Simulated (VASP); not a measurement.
Wanted: the native input for a VASP 6.6.1 run.

| Item | Value |
| --- | --- |
| Task | single point |
| Functional | r2SCAN |
| Potentials or basis | VASP PAW PBE potentials, release 64 (Sb) |
| Cutoff | 520 eV |
| k mesh | 8 × 8 × 8 |
| Occupations | fermi-dirac, width 0.05 eV |
| Spin | no spin polarisation |
| Dipole correction | no |
| Further INCAR settings | ALGO = Normal; EDIFF = 1e-07; NBANDS = 12 |

Crystal: Sb.

```xyz
2
Lattice="2.1542 1.2437 3.7580 -2.1542 1.2437 3.7580 0.0000 -2.4875 3.7580" Properties=species:S:1:pos:R:3 pbc="T T T"
Sb    0.0000    0.0000    8.6416
Sb    0.0000    0.0000    2.6324
```

These files were run (other wordings do the same):

POSCAR

```
Sb
1.0
    2.1542000000      1.2437279499      3.7580000000
   -2.1542000000      1.2437279499      3.7580000000
    0.0000000000     -2.4874558998      3.7580000000
Sb
2
Direct
    0.7665100000      0.7665100000      0.7665100000
    0.2334900000      0.2334900000      0.2334900000
```

INCAR.step1

```
PREC = Accurate
ENCUT = 520
ISMEAR = -1
SIGMA = 0.05
LREAL = F
LASPH = T
NELM = 60
NBANDS = 12
GGA = PE
ALGO = Normal
EDIFF = 1E-4
LWAVE = T
LCHARG = F
```

INCAR.step2

```
PREC = Accurate
ENCUT = 520
EDIFF = 1E-7
ISMEAR = -1
SIGMA = 0.05
LREAL = F
LASPH = T
NELM = 60
ALGO = Normal
ISIF = 2
LWAVE = F
LCHARG = F
METAGGA = R2SCAN
LMIXTAU = T
NBANDS = 12
ISTART = 1
```

KPOINTS

```
Automatic mesh
0
Gamma
  8 8 8
```

Potentials or basis: VASP PAW PBE potentials, release 64 (Sb).

Launch:

```console
$ cat potpaw_PBE.64/Sb/POTCAR > POTCAR
$ cp INCAR.step1 INCAR
$ mpirun -np 1 vasp_std > vasp.out
$ cp INCAR.step2 INCAR
$ mpirun -np 1 vasp_std > vasp.out
```

It gave:

```json
{
 "Pressure": "1.8 GPa",
 "Largest force": "0.047 eV/Å",
 "Band gap on the k mesh": "zero (band 5 reaches 7.40 eV, above the bottom of band 6 at 7.18 eV)"
}
```

Caveat: the PAW data sets were made with another functional, which shifts forces and pressure a little; spin-orbit coupling is left out, which moves the levels of the heavy elements.

It took 99 s on 1 thread of Intel(R) Xeon(R) 6975P-C (Granite Rapids), with other jobs on the host, peak memory 0.22 GiB.
